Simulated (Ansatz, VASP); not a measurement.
**One calculation of V, two programs**

```
CELL_PARAMETERS angstrom
-1.49255 1.49255 1.49255
1.49255 -1.49255 1.49255
1.49255 1.49255 -1.49255
ATOMIC_POSITIONS crystal
V 0.00000 0.00000 0.00000
```

Change from the starting cell: volume scaled by 0.96, crystal datasets.

Alike in both runs: task electric field gradients; functional PBE; k mesh 15 × 15 × 15; occupations fermi-dirac, width 0.03 eV; collinear spin.

|  | VASP | Ansatz |
| --- | --- | --- |
| version | VASP 6.6.1 | Ansatz 0.2.0 |
| potentials or method | VASP PAW PBE potentials, release 64 (V_sv), cutoff 520 eV | all-electron PAW with datasets made for the crystal, scalar-relativistic |

```csv
,VASP,Ansatz,Ansatz less VASP
pressure (GPa),2.2,1.9,-0.30
net moment per atom (μB),0.00,0.00,0.000
```

Ansatz ran all-electron here, and VASP with PAW potentials. Ansatz's warnings: seeded moment not kept.
